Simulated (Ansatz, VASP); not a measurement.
C: VASP beside Ansatz

```
CELL_PARAMETERS angstrom
1.76796 0.00000 0.00000
0.00000 1.76796 0.00000
0.00000 0.00000 1.76796
ATOMIC_POSITIONS crystal
C 0.00000 0.00000 0.00000
```

Alike in both runs: task single point; functional PBE; k mesh 17 × 17 × 17; occupations fermi-dirac, width 0.1 eV; non-collinear spin, spin-orbit coupling.

```csv
,VASP,Ansatz
version,VASP 6.6.1,Ansatz 0.2.0
potentials or method,"VASP PAW PBE potentials, release 64 (C), cutoff 520 eV","plane waves (420 eV) with PAW, fully relativistic with spin-orbit coupling"
valence electrons in the cell,4,4
```

|  | VASP | Ansatz | Ansatz less VASP |
| --- | --- | --- | --- |
| net moment per atom (μB) | 0.00 | 0.00 | 0.000 |
